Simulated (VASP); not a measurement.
Input of a VASP 6.6.1 run:

POSCAR

```
Ga
1.0
    2.7400176563      0.0000000000      0.0000000000
    0.0000000000      2.7400176563      0.0000000000
    0.0000000000      0.0000000000      2.7400176563
Ga
1
Direct
    0.0000000000      0.0000000000      0.0000000000
```

File INCAR.step1:

```
ALGO = Normal
EDIFF = 1E-4
ENCUT = 520
GGA = PE
ISMEAR = -1
LASPH = True
LCHARG = False
LREAL = False
LWAVE = True
NBANDS = 12
NELM = 80
PREC = Accurate
SIGMA = 0.1
```

Contents of INCAR.step2:

```
ALGO = Normal
EDIFF = 1E-7
ENCUT = 520
ISIF = 2
ISMEAR = -1
ISTART = 1
LASPH = True
LCHARG = False
LMIXTAU = True
LREAL = False
LWAVE = False
METAGGA = R2SCAN
NBANDS = 12
NELM = 80
PREC = Accurate
SIGMA = 0.1
```

Contents of KPOINTS:

```
k-points
0
Gamma
  13 13 13
```

Potentials or basis: VASP PAW PBE potentials, release 64 (Ga_d).

Launch:

```console
$ cat potpaw_PBE.64/Ga_d/POTCAR > POTCAR
$ cp INCAR.step1 INCAR
$ mpirun -np 1 vasp_std > vasp.out
$ cp INCAR.step2 INCAR
$ mpirun -np 1 vasp_std > vasp.out
```

Task: Predict the pressure.

Result: -3.3 GPa.

Task: Estimate the band gap on the k mesh.

Result: Zero (an odd number of electrons rules out a gap without spin polarisation).

Caveat: the cell stands under tension; the PAW data sets were made with another functional, which shifts forces and pressure a little.
